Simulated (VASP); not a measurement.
# Mg2CdSe3 (P-3m1) in VASP: notebook, part 2 of 2

VASP 6.6.1. The steps go on from the part before.

## (5) Relaxation of cell and atoms, PBE

This run uses another cell than the first one, of 23.79 Å³/atom.

INCAR

```
SYSTEM = Mg2CdSe3
ALGO = Normal
EDIFF = 1E-6
EDIFFG = -0.04
ENCUT = 600
GGA = PE
IBRION = 2
ISIF = 3
ISMEAR = 0
LASPH = .True.
LCHARG = .False.
LREAL = .False.
LWAVE = .False.
NELM = 100
NSW = 90
PREC = Accurate
SIGMA = 0.1
```

KPOINTS

```
k-points
0
Gamma
  6 6 2
  0 0 0
```

POSCAR

```
Mg2CdSe3
1.0
    4.0675907000      0.0000000000      0.0000000000
   -2.0337953500      3.5226368800      0.0000000000
    0.0000000000      0.0000000000      9.9635217100
Mg Cd Se
2 1 3
Direct
    0.3333333300      0.6666666700      0.6666666700
    0.6666666700      0.3333333300      0.3333333300
    0.0000000000      0.0000000000      0.0000000000
    0.0000000000      0.0000000000      0.5000000000
    0.3333333300      0.6666666700      0.1666666700
    0.6666666700      0.3333333300      0.8333333300
```

Potentials or basis: VASP PAW PBE potentials, release 64 (Mg, Cd, Se).

Started as:

```sh
> cat potpaw_PBE.64/Mg/POTCAR potpaw_PBE.64/Cd/POTCAR potpaw_PBE.64/Se/POTCAR > POTCAR
> mpirun -np 1 vasp_std > vasp.out
```

OUTCAR:

```text
SYSTEM = Mg2CdSe3
   EDIFF = 1E-6
   EDIFFG = -0.04
   ENCUT = 600
   GGA = PE
   IBRION = 2
   ISIF = 3
   ISMEAR = 0
   LASPH = .True.
   LREAL = .False.
   NELM = 100
   NSW = 90
   PREC = Accurate

 ion  position               nearest neighbor table
   1  0.333  0.667  0.667-   6 2.88   6 2.88   4 2.88   6 2.88   4 2.88   4 2.88
   2  0.667  0.333  0.333-   5 2.88   5 2.88   4 2.88   5 2.88   4 2.88   4 2.88
   3  0.000  0.000  0.000-   5 2.88   6 2.88   6 2.88   5 2.88   6 2.88   5 2.88
   4  0.000  0.000  0.500-   1 2.88   2 2.88   2 2.88   1 2.88   2 2.88   1 2.88
   5  0.333  0.667  0.167-   2 2.88   2 2.88   3 2.88   2 2.88   3 2.88   3 2.88
   6  0.667  0.333  0.833-   1 2.88   1 2.88   3 2.88   1 2.88   3 2.88   3 2.88

  LATTYP: Found a hexagonal cell.
 ALAT       =     4.0675907000
 C/A-ratio  =     2.4494897459

  Lattice vectors:

 A1 = (   4.0675907000,   0.0000000000,   0.0000000000)
 A2 = (  -2.0337953500,   3.5226368800,   0.0000000000)
 A3 = (   0.0000000000,   0.0000000000,   9.9635217100)

Analysis of symmetry for initial positions (statically):
=====================================================================
 Subroutine PRICEL returns:
 Original cell was already a primitive cell.

 Routine SETGRP: Setting up the symmetry group for a
 hexagonal supercell.

 Subroutine GETGRP returns: Found 12 space group operations
 (whereof 12 operations were pure point group operations)
 out of a pool of 24 trial point group operations.

The static configuration has the point symmetry D_3d.

Analysis of symmetry for dynamics (positions and initial velocities):
=====================================================================
 Subroutine PRICEL returns:
 Original cell was already a primitive cell.

 Routine SETGRP: Setting up the symmetry group for a
 hexagonal supercell.

 Subroutine GETGRP returns: Found 12 space group operations
 (whereof 12 operations were pure point group operations)
 out of a pool of 24 trial point group operations.

The dynamic configuration has the point symmetry D_3d.

 Subroutine INISYM returns: Found 12 space group operations
 (whereof 12 operations are pure point group operations),
 and found     1 'primitive' translations

----------------------------------------------------------------------------------------

                                     Primitive cell

  volume of cell :     142.7638

  direct lattice vectors                    reciprocal lattice vectors
     4.067590700  0.000000000  0.000000000     0.245845778  0.141939126  0.000000000
    -2.033795350  3.522636880  0.000000000     0.000000000  0.283878252  0.000000000
     0.000000000  0.000000000  9.963521710     0.000000000  0.000000000  0.100366118

  length of vectors
     4.067590700  4.067590701  9.963521710     0.283878252  0.283878252  0.100366118

  position of ions in fractional coordinates (direct lattice)
     0.333333330  0.666666670  0.666666670
     0.666666670  0.333333330  0.333333330
     0.000000000  0.000000000  0.000000000
     0.000000000  0.000000000  0.500000000
     0.333333330  0.666666670  0.166666670
     0.666666670  0.333333330  0.833333330

  ion indices of the primitive-cell ions
   primitive index   ion index
                 1           1
                 2           2
                 3           3
                 4           4
                 5           5
                 6           6

----------------------------------------------------------------------------------------

 KPOINTS: k-points

Automatic generation of k-mesh.
 Grid dimensions read from file:
 generate k-points for:    6    6    2

 Generating k-lattice:

  Cartesian coordinates                     Fractional coordinates (reciprocal lattice)
     0.040974296  0.023656521  0.000000000     0.166666667  0.000000000  0.000000000
     0.000000000  0.047313042  0.000000000     0.000000000  0.166666667  0.000000000
     0.000000000  0.000000000  0.050183059     0.000000000  0.000000000  0.500000000

  Length of vectors
     0.047313042  0.047313042  0.050183059

  Shift w.r.t. Gamma in fractional coordinates (k-lattice)
     0.000000000  0.000000000  0.000000000

 Subroutine IBZKPT returns following result:
 ===========================================

 Found     14 irreducible k-points:

 Following reciprocal coordinates:
            Coordinates               Weight
  0.000000  0.000000  0.000000      1.000000
  0.166667  0.000000  0.000000      6.000000
  0.333333  0.000000  0.000000      6.000000
  0.500000  0.000000  0.000000      3.000000
  0.166667  0.166667  0.000000      6.000000
  0.333333  0.166667  0.000000     12.000000
  0.333333  0.333333  0.000000      2.000000
  0.000000  0.000000  0.500000      1.000000
  0.166667  0.000000  0.500000      6.000000
  0.333333  0.000000  0.500000      6.000000
  0.500000  0.000000  0.500000      3.000000
  0.166667  0.166667  0.500000      6.000000
  0.333333  0.166667  0.500000     12.000000
  0.333333  0.333333  0.500000      2.000000
   k-points           NKPTS =     14   k-points in BZ     NKDIM =     14   number of bands    NBANDS=     21
   number of dos      NEDOS =    301   number of ions     NIONS =      6
   total plane-waves  NPLWV =  81920
   dimension x,y,z NGX =    32 NGY =   32 NGZ =   80
   dimension x,y,z NGXF=    64 NGYF=   64 NGZF=  160
   ions per type =               2   1   3
   NGX,Y,Z   is equivalent  to a cutoff of  13.08, 13.08, 13.35 a.u.
   NGXF,Y,Z  is equivalent  to a cutoff of  26.16, 26.16, 26.70 a.u.
 SYSTEM =  Mg2CdSe3
   PREC   = accura    normal or accurate (medium, high low for compatibility)
   ISTART =      0    job   : 0-new  1-cont  2-samecut
   ICHARG =      2    charge: 1-file 2-atom 10-const
   ISPIN  =      1    spin polarized calculation?
   LNONCOLLINEAR =      F non collinear calculations
   LSORBIT =      F    spin-orbit coupling
   LASPH  =      T    aspherical Exc in radial PAW
   ENCUT  =  600.0 eV  44.10 Ry    6.64 a.u.   8.12  8.12 19.90*2*pi/ulx,y,z
   NELM   =    100;   NELMIN=  2; NELMDL= -5     # of ELM steps
   EDIFF  = 0.1E-05   stopping-criterion for ELM
   LREAL  =      F    real-space projection
   EDIFFG = -.4E-01   stopping-criterion for IOM
   NSW    =     90    number of steps for IOM
   IBRION =      2    ionic relax: 0-MD 1-quasi-New 2-CG
   NFREE  =      1    steps in history (QN), initial steepest desc. (CG)
   ISIF   =      3    stress and relaxation
   ISYM   =      2    0-nonsym 1-usesym 2-fastsym
   POTIM  = 0.5000    time-step for ionic-motion
   TEBEG  =    0.0;   TEEND  =   0.0 temperature during run
   PSTRESS=    0.0 pullay stress
   NELECT =      34.0000    total number of electrons
   NUPDOWN=      -1.0000    fix difference up-down
   EMIN   =  10.00;   EMAX   =-10.00  energy-range for DOS
   EFERMI =   0.00;   METHOD = LEGACY
   ISMEAR =     0;   SIGMA  =   0.10  broadening in eV -4-tet -1-fermi 0-gaus
   EFERMI_NEDOS =   21; number of points for ismear=-14 and -15
   IALGO  =     38    algorithm
   IMIX   =      4    mixing-type and parameters
     AMIX     =   0.40;   BMIX     =  1.00
     AMIX_MAG =   1.60;   BMIX_MAG =  1.00
  volume/ion in A,a.u.               =      23.79       160.57
  Fermi-wavevector in a.u.,A,eV,Ry     =   1.014756  1.917612 14.010335  1.029731
  Thomas-Fermi vector in A             =   2.148003
   LORBIT       =      0    0 simple, 1 ext, 2 COOP (PROOUT), +10 PAW based schemes
   GGA     = PE    functional components
   LHFCALC =     F    Hartree Fock is set to
   AEXX    =    0.0000 exact exchange contribution
   IVDW    =     0    specifies the selected vdW correction
   LEPSILON=     F    determine dielectric tensor
   LRPA    =     F    only Hartree local field effects (RPA)
 conjugate gradient relaxation of ions
 non-spin polarized calculation
 Gauss-broadening in eV      SIGMA  =   0.10
  energy-cutoff  :      600.00
  volume of cell :      142.76
 maximum number of plane-waves:      4788
   NGX = 17   NGY = 17   NGZ = 39

--------------------------------------- Ionic step        1  -------------------------------------------

 number of electron      34.0000003 magnetization

 Free energy of the ion-electron system (eV)
  ---------------------------------------------------
  ext. energy  EPLUGINS =         0.00000000
  ---------------------------------------------------
  free energy    TOTEN  =       -19.88287996 eV

  energy without entropy =      -19.88287996  energy(sigma->0) =      -19.88287996

------------------------ aborting loop because EDIFF is reached ----------------------------------------

  FORCE on cell =-STRESS in cart. coord.  units (eV):
  Direction    XX          YY          ZZ          XY          YZ          ZX
  --------------------------------------------------------------------------------------
  -------------------------------------------------------------------------------------
  Total       -3.6146254     -3.6146254     -3.7293193      0.0000000     -0.0000000      0.0000000
  in kB      -40.5654111    -40.5654111    -41.8525722      0.0000000     -0.0000000      0.0000000
  external PRESSURE =     -40.9944648 kB  Pullay stress =       0.0000000 kB
[... 227 lines left out ...]
--------------------------------------- Ionic step        7  -------------------------------------------

 number of electron      33.9999995 magnetization

 Free energy of the ion-electron system (eV)
  ---------------------------------------------------
  ext. energy  EPLUGINS =         0.00000000
  ---------------------------------------------------
  free energy    TOTEN  =       -20.09045857 eV

  energy without entropy =      -20.09045857  energy(sigma->0) =      -20.09045857

 E-fermi :   3.0976     XC(G=0):  -9.5759

 val. band max:        2.6731766498   @ k =   0.0000   0.0000   0.5000
 cond. band min:       3.5309935178   @ k =   0.5000   0.0000   0.0000
 fundamental gap:      0.8578168680
 Fermi energy:         3.0975864855

 k-point     1 :       0.0000    0.0000    0.0000
  band No.  band energies     occupation
      1     -10.0959      2.00000
      2      -9.4443      2.00000
      3      -9.3429      2.00000
      4      -5.2225      2.00000
      5      -5.2225      2.00000
      6      -5.1648      2.00000
[... 358 lines left out ...]
  FREE ENERGIE OF THE ION-ELECTRON SYSTEM (eV)
  ---------------------------------------------------
  free  energy   TOTEN  =       -20.0904585746 eV

  energy  without entropy=      -20.0904585745  energy(sigma->0) =      -20.09045857

 reached required accuracy - stopping structural energy minimisation
```

Run time: 2.3 min. Hardware: 1 thread of AMD EPYC 9R45 (Zen 5), shared host; peak memory 0.28 GiB.

Results:

| Quantity | Value |
| --- | --- |
| Free energy | -20.0905 eV |
| Relaxed volume | 21.94 Å³/atom |
| Relaxed cell | a = 3.960 Å, b = 3.960 Å, c = 9.694 Å, α = 90.00°, β = 90.00°, γ = 120.00° |
| Space group after relaxing (to 0.1 Å) | P-3m1 (No. 164) |
| Energy gained by relaxing | 34.6 meV/atom |
| Ionic steps | 7 |
| Pressure after relaxing | -0.2 GPa |
| Largest force after relaxing | 0.028 eV/Å |
| Band gap on the k mesh | 0.86 eV (least direct gap 1.51 eV) |

Forces in eV/Å, atoms in the order of the input:
```
Mg   0.000  0.000 -0.028
Mg   0.000  0.000  0.028
Cd   0.000  0.000  0.000
Se   0.000  0.000  0.000
Se   0.000  0.000  0.006
Se   0.000  0.000 -0.006
```

The path:
```csv
step,energy change (eV),largest force (eV/Å),pressure (GPa),volume (Å³)
1,0.0000,0.4340,-4.10,142.76
2,-0.1695,0.4641,0.53,130.55
3,-0.1699,0.4629,0.28,131.08
4,-0.1888,0.2991,0.21,131.02
5,-0.2044,0.1626,0.13,130.89
6,-0.2072,0.0762,-0.10,131.36
7,-0.2076,0.0278,-0.22,131.63
```

Final structure:
```
CELL_PARAMETERS angstrom
3.95977 0.00000 0.00000
-1.97988 3.42926 0.00000
0.00000 0.00000 9.69350
ATOMIC_POSITIONS crystal
Mg 0.33333 0.66667 0.66309
Mg 0.66667 0.33333 0.33691
Cd 0.00000 0.00000 0.00000
Se 0.00000 0.00000 0.50000
Se 0.33333 0.66667 0.17620
Se 0.66667 0.33333 0.82380
```

## (6) Overview

| task | cell | k mesh | cutoff (eV) | gap on the mesh (eV) | pressure (GPa) | largest force (eV/Å) |
| --- | --- | --- | --- | --- | --- | --- |
| single point | a = 3.958, b = 3.958, c = 9.683 Å, angles 90.0, 90.0, 120.0°, 6 atoms, atomic positions A | 6 × 6 × 2 | 520 | 0.86 | -0.1 | 0.05 |
| single point | a = 4.068, b = 4.068, c = 9.964 Å, angles 90.0, 90.0, 120.0°, 6 atoms, atomic positions B | 6 × 6 × 2 | 520 | 0.81 | -4.1 | 0.43 |
| single point | a = 3.954, b = 3.954, c = 19.372 Å, angles 90.0, 90.0, 120.0°, 12 atoms, atomic positions C | 6 × 6 × 1 | 520 | 0.86 | 0.0 | 0.04 |
| relaxation of cell and atoms | relaxed from a = 4.068, b = 4.068, c = 9.964 Å, angles 90.0, 90.0, 120.0°, 6 atoms, atomic positions B | 6 × 6 × 2 | 600 | 0.86 | -0.2 | 0.03 |

Alike in all rows: level PBE; potentials or basis VASP PAW PBE potentials, release 64 (Mg, Cd, Se); no spin polarisation; smearing gaussian 0.1 eV.

Caveats: the cell stands under tension (at least some runs).

Absolute energies hang on the potentials; compare differences alone.
